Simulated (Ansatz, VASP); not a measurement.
## Rh: VASP beside Ansatz

```xyz
1
Lattice="-1.5352 1.5352 1.5352 1.5352 -1.5352 1.5352 1.5352 1.5352 -1.5352" Properties=species:S:1:pos:R:3 pbc="T T T"
Rh    0.0000    0.0000    0.0000
```

Alike in both runs: task single point; functional r2SCAN; k mesh 20 × 20 × 20; occupations gaussian, width 0.05 eV; no spin polarisation.

|  | VASP | Ansatz |
| --- | --- | --- |
| version | VASP 6.6.1 | Ansatz 0.2.0 |
| potentials or method | VASP PAW PBE potentials, release 64 (Rh_sv_GW), cutoff 680 eV | scalar-relativistic, plane waves, PAW |
| valence electrons in the cell | 17 | 17 |

```csv
,VASP,Ansatz,Ansatz less VASP
gap on the k mesh at the Fermi level (eV),none,none,-
pressure (GPa),-6.2,-6.3,-0.16
```

VASP's potentials were made for PBE, not for r2SCAN. A gap of «none» marks a metal or a gap that the smearing closes.
